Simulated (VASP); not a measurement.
# Cl (I4_1/amd) in VASP: notebook, part 2 of 2

VASP 6.6.1.

### Step 5. Single point, PBE

This run uses another cell than the first one, of 25.04 Å³/atom.

The input, INCAR:

```
SYSTEM = Cl
ALGO = Normal ; EDIFF = 1E-6
ENCUT = 520 ; GGA = PE
ISIF = 2 ; ISMEAR = -1
LASPH = .TRUE. ; LCHARG = .TRUE.
LELF = .TRUE. ; LREAL = .FALSE.
LVHAR = .TRUE. ; LWAVE = .FALSE.
NBANDS = 14 ; NELM = 80
PREC = Accurate ; SIGMA = 0.08
```

The input, KPOINTS:

```
k-points
0
G
  16 16 16
  0 0 0
```

The input, POSCAR:

```
Cl
1.0
   -2.6212569755      2.6212569755      1.8223673819
    2.6212569755     -2.6212569755      1.8223673819
    2.6212569755      2.6212569755     -1.8223673819
Cl
2
Direct
   -0.3750000000     -0.1250000000     -0.2500000000
    0.3750000000      0.1250000000      0.2500000000
```

Potentials or basis: VASP PAW PBE potentials, release 64 (Cl).

Started as:

```console
> cat potpaw_PBE.64/Cl/POTCAR > POTCAR
> mpirun -np 1 vasp_std > vasp.out
```

OUTCAR:

```text
SYSTEM = Cl
   EDIFF = 1E-6
   ENCUT = 520
   GGA = PE
   ISIF = 2
   ISMEAR = -1
   LASPH = .TRUE.
   LREAL = .FALSE.
   NELM = 80
   PREC = Accurate

 ion  position               nearest neighbor table
   1  0.625  0.875  0.750-
   2  0.375  0.125  0.250-

  LATTYP: Found a body centered tetragonal cell.
 ALAT       =     5.2425139510
 C/A-ratio  =     0.6952265264

  Lattice vectors:

 A1 = (  -2.6212569755,   2.6212569755,   1.8223673819)
 A2 = (   2.6212569755,  -2.6212569755,   1.8223673819)
 A3 = (   2.6212569755,   2.6212569755,  -1.8223673819)

Analysis of symmetry for initial positions (statically):
=====================================================================
 Subroutine PRICEL returns:
 Original cell was already a primitive cell.

 Routine SETGRP: Setting up the symmetry group for a
 body centered tetragonal supercell.

 Subroutine GETGRP returns: Found 16 space group operations
 (whereof  4 operations were pure point group operations)
 out of a pool of 16 trial point group operations.

The static configuration has the point symmetry C_2h.
 The point group associated with its full space group is D_4h.

Analysis of symmetry for dynamics (positions and initial velocities):
=====================================================================
 Subroutine PRICEL returns:
 Original cell was already a primitive cell.

 Routine SETGRP: Setting up the symmetry group for a
 body centered tetragonal supercell.

 Subroutine GETGRP returns: Found 16 space group operations
 (whereof  4 operations were pure point group operations)
 out of a pool of 16 trial point group operations.

The dynamic configuration has the point symmetry C_2h.
 The point group associated with its full space group is D_4h.

 Subroutine INISYM returns: Found 16 space group operations
 (whereof  4 operations are pure point group operations),
 and found     1 'primitive' translations

----------------------------------------------------------------------------------------

                                     Primitive cell

  volume of cell :      50.0859

  direct lattice vectors                    reciprocal lattice vectors
    -2.621256976  2.621256976  1.822367382     0.000000000  0.190748181  0.274368387
     2.621256976 -2.621256976  1.822367382     0.190748181  0.000000000  0.274368387
     2.621256976  2.621256976 -1.822367382     0.190748181  0.190748181  0.000000000

  length of vectors
     4.130738328  4.130738328  4.130738328     0.334159963  0.334159963  0.269758665

  position of ions in fractional coordinates (direct lattice)
     0.625000000  0.875000000  0.750000000
     0.375000000  0.125000000  0.250000000

  ion indices of the primitive-cell ions
   primitive index   ion index
                 1           1
                 2           2

----------------------------------------------------------------------------------------

 KPOINTS: k-points

Automatic generation of k-mesh.
 Grid dimensions read from file:
 generate k-points for:   16   16   16

 Generating k-lattice:

[... 23 lines left out ...]
  0.312500 -0.000000  0.000000      8.000000
[... 16 lines left out ...]
 -0.125000  0.062500 -0.000000     16.000000
 -0.062500  0.062500  0.000000      4.000000
 [... further k-points ...]
   k-points           NKPTS =    349   k-points in BZ     NKDIM =    349   number of bands    NBANDS=     14
   number of dos      NEDOS =    301   number of ions     NIONS =      2
   total plane-waves  NPLWV =  32768
   dimension x,y,z NGX =    32 NGY =   32 NGZ =   32
   dimension x,y,z NGXF=    64 NGYF=   64 NGZF=   64
   ions per type =               2
   NGX,Y,Z   is equivalent  to a cutoff of  12.88, 12.88, 12.88 a.u.
   NGXF,Y,Z  is equivalent  to a cutoff of  25.76, 25.76, 25.76 a.u.
 SYSTEM =  Cl
   PREC   = accura    normal or accurate (medium, high low for compatibility)
   ISTART =      0    job   : 0-new  1-cont  2-samecut
   ICHARG =      2    charge: 1-file 2-atom 10-const
   ISPIN  =      1    spin polarized calculation?
   LNONCOLLINEAR =      F non collinear calculations
   LSORBIT =      F    spin-orbit coupling
   LASPH  =      T    aspherical Exc in radial PAW
   ENCUT  =  520.0 eV  38.22 Ry    6.18 a.u.   7.68  7.68  7.68*2*pi/ulx,y,z
   NELM   =     80;   NELMIN=  2; NELMDL= -5     # of ELM steps
   EDIFF  = 0.1E-05   stopping-criterion for ELM
   LREAL  =      F    real-space projection
   EDIFFG = 0.1E-04   stopping-criterion for IOM
   NSW    =      0    number of steps for IOM
   IBRION =     -1    ionic relax: 0-MD 1-quasi-New 2-CG
   NFREE  =      0    steps in history (QN), initial steepest desc. (CG)
   ISIF   =      2    stress and relaxation
   ISYM   =      2    0-nonsym 1-usesym 2-fastsym
   POTIM  = 0.5000    time-step for ionic-motion
   TEBEG  =    0.0;   TEEND  =   0.0 temperature during run
   PSTRESS=    0.0 pullay stress
   NELECT =      14.0000    total number of electrons
   NUPDOWN=      -1.0000    fix difference up-down
   EMIN   =  10.00;   EMAX   =-10.00  energy-range for DOS
   EFERMI =   0.00;   METHOD = LEGACY
   ISMEAR =    -1;   SIGMA  =   0.08  broadening in eV -4-tet -1-fermi 0-gaus
   EFERMI_NEDOS =   21; number of points for ismear=-14 and -15
   IALGO  =     38    algorithm
   IMIX   =      4    mixing-type and parameters
     AMIX     =   0.40;   BMIX     =  1.00
     AMIX_MAG =   1.60;   BMIX_MAG =  1.00
  volume/ion in A,a.u.               =      25.04       169.00
  Fermi-wavevector in a.u.,A,eV,Ry     =   1.070399  2.022761 15.588938  1.145755
  Thomas-Fermi vector in A             =   2.206108
   LORBIT       =      0    0 simple, 1 ext, 2 COOP (PROOUT), +10 PAW based schemes
   GGA     = PE    functional components
   LHFCALC =     F    Hartree Fock is set to
   AEXX    =    0.0000 exact exchange contribution
   IVDW    =     0    specifies the selected vdW correction
   LEPSILON=     F    determine dielectric tensor
   LRPA    =     F    only Hartree local field effects (RPA)
 non-spin polarized calculation
  energy-cutoff  :      520.00
  volume of cell :       50.09
 maximum number of plane-waves:      1367
   NGX = 15   NGY = 15   NGZ = 15

 number of electron      13.9999996 magnetization

 Free energy of the ion-electron system (eV)
  ---------------------------------------------------
  ext. energy  EPLUGINS =         0.00000000
  ---------------------------------------------------
  free energy    TOTEN  =        -2.29344604 eV

  energy without entropy =       -2.21382163  energy(sigma->0) =       -2.25363383

 E-fermi :   0.7406     XC(G=0):  -8.5884

 val. band max:        0.7386563861   @ k =   0.3125   0.3125   0.0625
 cond. band min:       0.7448103175   @ k =   0.1250  -0.0000   0.0000
 fundamental gap:      0.0061539314
 Fermi energy:         0.7405821159

 k-point     1 :       0.0000    0.0000    0.0000
  band No.  band energies     occupation
      1     -14.7524      2.00000
      2     -12.0350      2.00000
      3      -2.7378      2.00000
      4      -2.7378      2.00000
      5      -0.4350      2.00000
      6      -0.3154      2.00000
      7       0.8716      0.32570
      8       0.8716      0.32570
      9       8.3079      0.00000
     10       8.3717      0.00000
     11      11.8010      0.00000
     12      12.9819      0.00000
     13      13.5974      0.00000
     14      13.5974      0.00000
[... 377 lines left out ...]
      1     -14.7308      2.00000
      2     -12.0673      2.00000
      3      -2.7212      2.00000
      4      -2.7159      2.00000
      5      -0.4803      2.00000
      6      -0.3066      2.00000
      7       0.8100      0.59138
      8       0.8792      0.30036
      9       8.3837      0.00000
     10       8.4519      0.00000
     11      11.6243      0.00000
     12      12.8800      0.00000
     13      13.6625      0.00000
     14      13.8697      0.00000

 [... further k-points ...]

------------------------ aborting loop because EDIFF is reached ----------------------------------------

  FORCE on cell =-STRESS in cart. coord.  units (eV):
  Direction    XX          YY          ZZ          XY          YZ          ZX
  --------------------------------------------------------------------------------------
  -------------------------------------------------------------------------------------
  Total       -0.0263569     -0.0263569     -0.0291328      0.0000000      0.0000000     -0.0000000
  in kB       -0.8431201     -0.8431201     -0.9319170      0.0000000      0.0000000     -0.0000000
  external PRESSURE =      -0.8727191 kB  Pullay stress =       0.0000000 kB

 VOLUME and BASIS-vectors are now :
 -----------------------------------------------------------------------------
  energy-cutoff  :      520.00
  volume of cell :       50.09
      direct lattice vectors                 reciprocal lattice vectors
    -2.621256976  2.621256976  1.822367382     0.000000000  0.190748181  0.274368387
     2.621256976 -2.621256976  1.822367382     0.190748181  0.000000000  0.274368387
     2.621256976  2.621256976 -1.822367382     0.190748181  0.190748181  0.000000000

 POSITION                                       TOTAL-FORCE (eV/Angst)
 -----------------------------------------------------------------------------------
      2.62126      1.31063      1.36678        -0.000000      0.000000      0.000000
     -0.00000      1.31063      0.45559         0.000000     -0.000000     -0.000000
 -----------------------------------------------------------------------------------
    total drift:                                0.000000     -0.000000      0.000000

  FREE ENERGIE OF THE ION-ELECTRON SYSTEM (eV)
  ---------------------------------------------------
  free  energy   TOTEN  =        -2.2934460415 eV

  energy  without entropy=       -2.2138216258  energy(sigma->0) =       -2.25363383
```

OSZICAR:

```text
N       E                     dE             d eps       ncg     rms          rms(c)
DAV:   1     0.744845646458E+02    0.74485E+02   -0.62206E+03  9772   0.856E+02
DAV:   2     0.165917863474E+01   -0.72825E+02   -0.69512E+02 14426   0.162E+02
DAV:   3    -0.230088530553E+01   -0.39601E+01   -0.38894E+01 13144   0.403E+01
DAV:   4    -0.234032705278E+01   -0.39442E-01   -0.39423E-01 12190   0.497E+00
DAV:   5    -0.234099719866E+01   -0.67015E-03   -0.67012E-03 13396   0.645E-01    0.652E+00
DAV:   6    -0.230355275202E+01    0.37444E-01   -0.30486E-02 12712   0.980E-01    0.397E+00
DAV:   7    -0.229403970856E+01    0.95130E-02   -0.50243E-02 13256   0.126E+00    0.341E-01
DAV:   8    -0.229350428150E+01    0.53543E-03   -0.53187E-03 11890   0.422E-01    0.609E-02
DAV:   9    -0.229344130827E+01    0.62973E-04   -0.17317E-04 12922   0.747E-02    0.253E-02
DAV:  10    -0.229344657990E+01   -0.52716E-05   -0.88233E-06 12736   0.217E-02    0.127E-02
DAV:  11    -0.229344604153E+01    0.53837E-06   -0.41395E-06 12556   0.107E-02
   1 F= -.22934460E+01 E0= -.22536338E+01  d E =-.796244E-01
```

It took 1.8 min on 1 thread of AMD EPYC 9R45 (Zen 5), shared host; peak memory 0.27 GiB.

What came out:

```
Free energy            : -2.2934 eV
Pressure               : -0.1 GPa
Band gap on the k mesh : zero (bands 7 and 8 overlap by 1.45 eV)
```

### Step 6. Summary

```csv
cell,gap on the mesh (eV),pressure (GPa)
"a = 3.651 Å, angles 99.1, 99.1, 133.2°, 2 atoms",none,28.5
"a = 4.076 Å, angles 100.8, 100.8, 128.8°, 2 atoms",none,1.1
"a = 4.131 Å, angles 101.2, 101.2, 127.6°, 2 atoms",none,-0.1
```

Alike in all rows: task single point; level PBE; potentials or basis VASP PAW PBE potentials, release 64 (Cl); no spin polarisation; k mesh 16 × 16 × 16; cutoff (eV) 520; smearing fermi-dirac 0.08 eV.

Caveats: the cell stands under pressure (at least some runs).

Total energies depend on the potentials used, so only differences within one code and one set of settings carry meaning.
